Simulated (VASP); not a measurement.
Runs of VASP 6.6.1 on Ca. The structure is that of space group Fm-3m (No. 225), or close to it. The cells are those of the table. 

```tsv
cell	k mesh	gap on the mesh (eV)	pressure (GPa)
a = 3.884 Å, angles 60.0°, 1 atom	14 × 14 × 14	none	-1.4
a = 3.812 Å, angles 60.0°, 1 atom	14 × 14 × 14	none	(b)
a = 3.736 Å, angles 60.0°, 1 atom	14 × 14 × 14	none	(a)
a = 3.697 Å, angles 60.0°, 1 atom	14 × 14 × 14	none	1.3
a = 3.774 Å, angles 60.0°, 1 atom	14 × 14 × 14	none	0.0
a = 3.961 Å, angles 60.0°, 1 atom	6 × 6 × 6	none	-2.3
a = 3.657 Å, angles 60.0°, 1 atom	14 × 14 × 14	none	2.1
```

Alike in all rows: task single point; level LDA; potentials or basis VASP PAW LDA potentials, release 64 (Ca_sv); no spin polarisation; cutoff (eV) 520; smearing gaussian 0.1 eV.

Question: Fill in the values left out.

Answer: (a) 0.6; (b) -0.6.

A gap of «none» marks levels without a gap at the run's occupations.
